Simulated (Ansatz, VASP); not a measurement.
S in VASP and in Ansatz

```xyz
2
Lattice="1.9460 1.1235 3.3809 -1.9460 1.1235 3.3809 0.0000 -2.2470 3.3809" Properties=species:S:1:pos:R:3 pbc="T T T"
S     0.0000    0.0000    1.9724
S     0.0000    0.0000    8.1704
```

Alike in both runs: functional r2SCAN; k mesh 6 × 6 × 6; occupations gaussian, width 0.1 eV; no spin polarisation.

Ansatz relaxed the structure, and its values are those at the end. VASP's run is a single point on that final structure, the one shown.

|  | VASP | Ansatz |
| --- | --- | --- |
| version | VASP 6.6.1 | Ansatz 0.2.0 |
| potentials or method | VASP PAW PBE potentials, release 64 (S), cutoff 520 eV | scalar-relativistic, plane waves, PAW |
| valence electrons in the cell | 12 | 12 |

Ansatz gave:

| Quantity | Value |
| --- | --- |
| gap on the k mesh at the Fermi level (eV) | none |
| pressure (GPa) | -0.1 |
| rms of the force components (eV/Å) | 0.005 |

Estimate VASP's values.

gap on the k mesh at the Fermi level (eV): none; pressure (GPa): -0.3; rms of the force components (eV/Å): 0.017.

VASP's potentials were made for PBE, not for r2SCAN. A gap of «none» marks a metal or a gap that the smearing closes.
